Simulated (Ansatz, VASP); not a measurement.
# W: VASP beside Ansatz

```
CELL_PARAMETERS angstrom
0.00000 -1.98648 -1.98648
0.00000 1.98648 -1.98648
3.97296 0.00000 0.00000
ATOMIC_POSITIONS crystal
W 0.54067 0.45933 0.49658
W 0.95933 0.04067 0.00342
```

Change from the starting cell: mode 4 frozen in at -0.162 Å and mode 6 at -0.014 Å (largest displacements).

Alike in both runs: task single point; functional LDA; k mesh 16 × 16 × 12; occupations gaussian, width 0.15 eV; no spin polarisation.

|  | VASP | Ansatz |
| --- | --- | --- |
| version | VASP 6.6.1 | Ansatz 0.2.0 |
| potentials or method | VASP PAW LDA potentials, release 64 (W_sv), cutoff 500 eV | scalar-relativistic, plane waves, PAW |
| valence electrons in the cell | 28 | 28 |

```csv
,VASP,Ansatz,Ansatz less VASP
gap on the k mesh at the Fermi level (eV),none,none,-
pressure (GPa),8.1,6.2,-1.84
"traceless stress, the component that is largest in VASP (GPa)",-7.00,-7.03,-0.023
rms of the force components (eV/Å),0.744,0.718,-0.0267
```

Ansatz warns that its potentials were made for another functional, while VASP's fit it. LDA's correlation is that of Perdew and Zunger in VASP and of Perdew and Wang (1992) in Ansatz. Atom by atom the forces differ by 0.027 eV/Å (rms over components). A gap of «none» marks a metal or a gap that the smearing closes.

Spin-orbit coupling is off throughout.
